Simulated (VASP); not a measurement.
# Eu (Im-3m) in VASP: notebook, part 2 of 2

VASP 6.6.1. Earlier steps stand in the parts before.

## Step 4: Relaxation of cell and atoms, RPBE, collinear spin, ferromagnetic start

This run uses another cell than the first one, of 47.13 Å³/atom.

File INCAR:

```
SYSTEM = Eu
  PREC = Accurate
  ENCUT = 600
  EDIFF = 1E-6
  ISMEAR = -1
  SIGMA = 0.05
  LREAL = .False.
  LASPH = .True.
  NELM = 150
  ALGO = Normal
  ISIF = 3
  LWAVE = .False.
  LCHARG = .False.
  ISPIN = 2
  MAGMOM = 7
  LORBIT = 11
  LMAXMIX = 6
  GGA = RP
  IBRION = 2
  NSW = 80
  EDIFFG = -0.01
```

File KPOINTS:

```
Automatic mesh
0
Gamma
  10 10 10
  0 0 0
```

File POSCAR:

```
Eu
1.0
   -2.2755000000      2.2755000000      2.2755000000
    2.2755000000     -2.2755000000      2.2755000000
    2.2755000000      2.2755000000     -2.2755000000
Eu
1
Direct
    0.0000000000      0.0000000000      0.0000000000
```

Potentials or basis: VASP PAW PBE potentials, release 64 (Eu).

Launch:

```console
$ cat potpaw_PBE.64/Eu/POTCAR > POTCAR
$ mpirun -np 1 vasp_std > vasp.out
```

OUTCAR:

```text
SYSTEM = Eu
   PREC = Accurate
   ENCUT = 600
   EDIFF = 1E-6
   ISMEAR = -1
   LREAL = .False.
   LASPH = .True.
   NELM = 150
   ISIF = 3
   ISPIN = 2
   LORBIT = 11
   GGA = RP
   IBRION = 2
   NSW = 80
   EDIFFG = -0.01

 ion  position               nearest neighbor table
   1  0.000  0.000  0.000-

  LATTYP: Found a body centered cubic cell.
 ALAT       =     4.5510000000

  Lattice vectors:

 A1 = (  -2.2755000000,   2.2755000000,   2.2755000000)
 A2 = (   2.2755000000,  -2.2755000000,   2.2755000000)
 A3 = (   2.2755000000,   2.2755000000,  -2.2755000000)

Analysis of symmetry for initial positions (statically):
=====================================================================
 Subroutine PRICEL returns:
 Original cell was already a primitive cell.

 Routine SETGRP: Setting up the symmetry group for a
 body centered cubic supercell.

 Subroutine GETGRP returns: Found 48 space group operations
 (whereof 48 operations were pure point group operations)
 out of a pool of 48 trial point group operations.

The static configuration has the point symmetry O_h .

Analysis of symmetry for dynamics (positions and initial velocities):
=====================================================================
 Subroutine PRICEL returns:
 Original cell was already a primitive cell.

 Routine SETGRP: Setting up the symmetry group for a
[... 268 lines left out ...]

[... ionic steps 4 to 11 ...]

--------------------------------------- Ionic step       12  -------------------------------------------

 number of electron      16.9999998 magnetization       7.4390832

------------------------ aborting loop because EDIFF is reached ----------------------------------------
[... 65 lines left out ...]
--------------------------------------- Ionic step       14  -------------------------------------------

 number of electron      16.9999999 magnetization       7.4371416

 Free energy of the ion-electron system (eV)
  ---------------------------------------------------
  ext. energy  EPLUGINS =         0.00000000
  ---------------------------------------------------
  free energy    TOTEN  =       -11.28111014 eV

  energy without entropy =      -11.26726903  energy(sigma->0) =      -11.27418959

 E-fermi :   1.9620     XC(G=0):  -8.3712

 val. band max:        1.9588399726   @ k =   0.5000   0.5000   0.4000
 cond. band min:       1.9769404764   @ k =  -0.4000   0.4000   0.4000
 fundamental gap:      0.0181005039
 Fermi energy:         1.9619696170

 spin component 1

 k-point     1 :       0.0000    0.0000    0.0000
  band No.  band energies     occupation
      1     -39.8190      1.00000
      2     -18.4236      1.00000
      3     -18.4236      1.00000
      4     -18.4236      1.00000
      5      -2.3778      1.00000
      6       1.4087      0.99998
[... 435 lines left out ...]
      5      -0.5759      1.00000
      6       1.3787      0.99999
[... 8 lines left out ...]
     15       4.5127      0.00000
     16       5.4987      0.00000

 [... further k-points ...]

 spin component 2

 k-point     1 :       0.0000    0.0000    0.0000
  band No.  band energies     occupation
      1     -36.6053      1.00000
      2     -16.0634      1.00000
      3     -16.0634      1.00000
      4     -16.0634      1.00000
      5      -1.4793      1.00000
      6       4.7408      0.00000
[... 475 lines left out ...]
  FREE ENERGIE OF THE ION-ELECTRON SYSTEM (eV)
  ---------------------------------------------------
  free  energy   TOTEN  =       -11.2811101431 eV

  energy  without entropy=      -11.2672690294  energy(sigma->0) =      -11.27418959

 reached required accuracy - stopping structural energy minimisation

 total charge

# of ion       s       p       d       f       tot
--------------------------------------------------
    1        2.081   5.741   0.259   6.671  14.751

 magnetization (x)

# of ion       s       p       d       f       tot
--------------------------------------------------
    1       -0.005  -0.096   0.142   6.670   6.710
```

CONTCAR:

```text
Eu
   1.00000000000000
    -2.2505576156573119    2.2505576156573119    2.2505576156573119
     2.2505576156573119   -2.2505576156573119    2.2505576156573119
     2.2505576156573119    2.2505576156573119   -2.2505576156573119
  Eu
     1
Direct
     0.0000000000000000    0.0000000000000000    0.0000000000000000

  0.00000000E+00  0.00000000E+00  0.00000000E+00
```

Run time: 24 min. Hardware: 1 thread of Oxide Virtual Turin-like, shared host; peak memory 0.24 GiB.

What came out:

```
Free energy                                           : -11.2811 eV
Relaxed volume                                        : 45.60 Å³/atom
Relaxed cell                                          : a = 3.898 Å, b = 3.898 Å, c = 3.898 Å, α = 109.47°, β = 109.47°, γ = 109.47°
Space group after relaxing (to 0.1 Å)                 : Im-3m (No. 229)
Energy gained by relaxing                             : 1.6 meV/atom
Ionic steps                                           : 14
Pressure after relaxing                               : 0.0 GPa
Net moment                                            : 7.44 μB per cell
Site moments                                          : Eu +6.71 μB
Valence electrons inside the program's atomic spheres : Eu 14.75
```

The path:
| step | energy change (eV) | largest force (eV/Å) | pressure (GPa) | volume (Å³) |
| --- | --- | --- | --- | --- |
| 1 | 0.0000 | 0.0000 | -0.36 | 47.13 |
| 2 | -0.0012 | 0.0000 | -0.16 | 46.41 |
| 3 | -0.0015 | 0.0000 | -0.06 | 45.99 |
| 4 | -0.0014 | 0.0000 | 0.11 | 45.16 |
| 5 | -0.0016 | 0.0000 | 0.04 | 45.71 |
| 6 | -0.0016 | 0.0000 | -0.10 | 45.82 |
| 7 | -0.0016 | 0.0000 | -0.18 | 45.74 |
| 8 | -0.0016 | 0.0000 | 0.05 | 45.54 |
| 9 | -0.0016 | 0.0000 | 0.35 | 45.58 |
| 10 | -0.0016 | 0.0000 | -0.06 | 45.68 |
| 11 | -0.0016 | 0.0000 | -0.16 | 45.66 |
| 12 | -0.0016 | 0.0000 | -0.30 | 45.62 |
| 13 | -0.0016 | 0.0000 | -0.04 | 45.60 |
| 14 | -0.0016 | 0.0000 | 0.00 | 45.60 |

Final structure:
```cif
data_structure
_symmetry_space_group_name_H-M 'P 1'
_symmetry_Int_Tables_number 1
_cell_length_a 3.8981
_cell_length_b 3.8981
_cell_length_c 3.8981
_cell_angle_alpha 109.471
_cell_angle_beta 109.471
_cell_angle_gamma 109.471
_cell_volume 45.60
loop_
_atom_site_label
_atom_site_type_symbol
_atom_site_fract_x
_atom_site_fract_y
_atom_site_fract_z
_atom_site_occupancy
Eu1 Eu 0.00000 0.00000 0.00000 1
```

Levels at points of the mesh, in eV from the Fermi level:
Spin up:
```csv
k point,band 8,band 9,band 10,band 11,band 12,band 13,band 14,band 15,band 16
"(0.00, 0.00, 0.00)",-0.55,-0.42,-0.42,-0.42,-0.38,1.76,1.76,1.76,3.30
"(0.50, 0.00, 0.00)",-0.53,-0.44,-0.43,-0.42,-0.41,0.45,0.50,3.20,3.87
"(0.50, 0.50, 0.50)",-0.53,-0.53,-0.53,-0.38,-0.38,-0.38,4.50,4.50,4.50
```
Spin down:
```csv
k point,band 3,band 4,band 5,band 6,band 7,band 8
"(0.00, 0.00, 0.00)",-18.03,-18.03,-3.44,2.78,2.78,2.78
"(0.50, 0.00, 0.00)",-18.16,-18.03,-0.80,1.38,1.39,3.98
"(0.50, 0.50, 0.50)",-18.32,-18.32,-0.12,-0.12,3.95,3.95
```

Caveat: the PAW data sets were made with another functional, which shifts forces and pressure a little; spin-orbit coupling is left out, which moves the levels of the heavy elements; semilocal functionals describe open f shells poorly, which spoils levels, moments and volumes. The state reached can hang on the start; a lower one may exist.

## Step 5: The runs side by side

```csv
task,cell,k mesh,cutoff (eV),gap on the mesh (eV),pressure (GPa),moment (μB)
single point,"a = 3.923 Å, angles 109.5°, 1 atom",10 × 10 × 10,520,none,-0.2,7.45
single point,"a = 3.923 Å, angles 109.5°, 1 atom",13 × 13 × 13,520,none,-0.3,7.40
relaxation of cell and atoms,"relaxed from a = 3.941 Å, angles 109.5°, 1 atom",10 × 10 × 10,600,none,0.0,7.44
```

Alike in all rows: level RPBE; potentials or basis VASP PAW PBE potentials, release 64 (Eu); spin collinear, ferromagnetic start; smearing fermi-dirac 0.05 eV.

Caveats: the PAW data sets were made with another functional, which shifts forces and pressure a little; spin-orbit coupling is left out, which moves the levels of the heavy elements; semilocal functionals describe open f shells poorly, which spoils levels, moments and volumes.

Total energies depend on the potentials used, so only differences within one code and one set of settings carry meaning.
